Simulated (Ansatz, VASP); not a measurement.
**Bi in VASP and in Ansatz**

File INCAR:

```
SYSTEM = Bi
PREC     = Accurate       ! precision mode
ENCUT    = 520            ! plane-wave cutoff, eV
EDIFF    = 1E-7           ! SCF threshold, eV
ISMEAR   = 0              ! smearing method
SIGMA    = 0.1            ! smearing width, eV
LREAL    = .FALSE.        ! projectors in reciprocal space
LASPH    = .TRUE.         ! aspherical terms in the spheres
NELM     = 60             ! most SCF steps
ALGO     = Fast           ! electronic algorithm
ISIF     = 2              ! what is computed and relaxed
LWAVE    = .FALSE.        ! write WAVECAR
LCHARG   = .TRUE.         ! write CHGCAR
GGA      = PE             ! functional
LELF     = .TRUE.         ! ELF
LVHAR    = .TRUE.       
NBANDS   = 22             ! bands
```

The input KPOINTS:

```
Automatic mesh
0
G
  12 12 12
  0 0 0
```

The input POSCAR:

```
Bi
1.0
    2.3220055515      1.3406105302      4.2764882400
   -2.3220055515      1.3406105302      4.2764882400
    0.0000000000     -2.6812210603      4.2764882400
Bi
2
Direct
    0.2288318311      0.2288318311      0.2288318311
    0.7711681689      0.7711681689      0.7711681689
```

Input for Ansatz:

```yaml
crystal:
  lattice:
    - [2.3220055515, 1.3406105302, 4.27648824]
    - [-2.3220055515, 1.3406105302, 4.27648824]
    - [0.0, -2.6812210603, 4.27648824]
  atoms:
    - { symbol: Bi, position: [0.2288318311, 0.2288318311, 0.2288318311] }
    - { symbol: Bi, position: [0.7711681689, 0.7711681689, 0.7711681689] }
basis:
  ecutwfc: 420
kpoints:
  mp_grid: { grid: [12, 12, 12] }
hamiltonian:
  xc: pbe
scf:
  occupations: { method: gaussian, width: 0.1 }
output:
  forces: true
  stress: true
  eigenvalues: true
  write_density: true
  write_potential: true
  elf: true
  volumetric_format: npy
```

Alike in both runs: task single point; functional PBE; k mesh 12 × 12 × 12; occupations gaussian, width 0.1 eV; no spin polarisation.

```csv
,VASP,Ansatz
version,VASP 6.6.1,Ansatz 0.2.0
potentials or method,"VASP PAW PBE potentials, release 64 (Bi_d), cutoff 520 eV","scalar-relativistic, plane waves, PAW"
valence electrons in the cell,30,30
```

```csv
,VASP,Ansatz,Ansatz less VASP
gap on the k mesh at the Fermi level (eV),none,none,-
pressure (GPa),-1.6,-1.6,+0.05
"traceless stress, the component that is largest in VASP (GPa)",0.30,0.30,+0.001
rms of the force components (eV/Å),0.031,0.027,-0.0045
```

Atom by atom the forces differ by 0.004 eV/Å (rms over components). A gap of «none» marks a metal or a gap that the smearing closes.

Spin-orbit coupling is off throughout.
